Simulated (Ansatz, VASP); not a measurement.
# PtSeS4 in VASP and in Ansatz

File INCAR:

```
SYSTEM = PtSeS4
PREC = Accurate
ENCUT = 600
EDIFF = 1E-6
ISMEAR = 0
SIGMA = 0.1
LREAL = .FALSE.
LASPH = .TRUE.
NELM = 80
ALGO = Normal
ISIF = 3
LWAVE = .FALSE.
LCHARG = .FALSE.
GGA = PE
IBRION = 2
NSW = 100
EDIFFG = -0.01
```

KPOINTS

```
Automatic mesh
0
G
  10 10 10
  0 0 0
```

POSCAR

```
PtSeS4
1.0
    0.0000000000      3.7568413658      3.7568413658
    3.7568413658      0.0000000000      3.7568413658
    3.7568413658      3.7568413658      0.0000000000
Pt Se S
1 1 4
Direct
    0.0000000000      0.0000000000      0.0000000000
    0.2500000000      0.2500000000      0.2500000000
    0.6386547782      0.6386547782      0.0840356653
    0.6386547782      0.0840356653      0.6386547782
    0.0840356653      0.6386547782      0.6386547782
    0.6386547782      0.6386547782      0.6386547782
```

Input for Ansatz:

```yaml
crystal:
  lattice:
    - [0.0, 3.7568413658, 3.7568413658]
    - [3.7568413658, 0.0, 3.7568413658]
    - [3.7568413658, 3.7568413658, 0.0]
  atoms:
    - { symbol: Pt, position: [0.0, 0.0, 0.0] }
    - { symbol: Se, position: [0.25, 0.25, 0.25] }
    - { symbol: S, position: [0.6386547782, 0.6386547782, 0.0840356653] }
    - { symbol: S, position: [0.6386547782, 0.0840356653, 0.6386547782] }
    - { symbol: S, position: [0.0840356653, 0.6386547782, 0.6386547782] }
    - { symbol: S, position: [0.6386547782, 0.6386547782, 0.6386547782] }
basis:
  ecutwfc: 420
kpoints:
  mp_grid: { grid: [10, 10, 10] }
hamiltonian:
  xc: pbe
scf:
  occupations: { method: gaussian, width: 0.1 }
output:
  forces: true
  stress: true
  eigenvalues: true
relax:
  adjacent_minimum: "off"
  f_tol: 0.01
  max_steps: 80
  cell: { stress_tol: 0.05 }
```

Change from the starting cell: species swapped into the LuCdNi4 type (F-43m, No. 216).

Alike in both runs: task relaxation of cell and atoms; functional PBE; k mesh 10 × 10 × 10; occupations gaussian, width 0.1 eV; no spin polarisation.

```csv
,VASP,Ansatz
version,VASP 6.6.1,Ansatz 0.2.0
potentials or method,"VASP PAW PBE potentials, release 64 (Pt, Se, S), cutoff 600 eV","scalar-relativistic, plane waves, PAW"
valence electrons in the cell,40,58
```

|  | VASP | Ansatz | Ansatz less VASP |
| --- | --- | --- | --- |
| gap on the k mesh at the Fermi level, each at its own relaxed structure (eV) | none | none | - |
| relaxed volume (Å³/atom) | 17.50 | 17.48 | -0.021 |
| relaxed length of the cell vector where the two differ most in proportion (Å) | 5.296 | 5.294 | -0.0021 |

A gap of «none» marks a metal or a gap that the smearing closes. VASP's potentials hold 40 valence electrons a cell and Ansatz's 58, so a difference there can come from the potentials and not from the codes.

Neither program's run includes spin-orbit coupling.
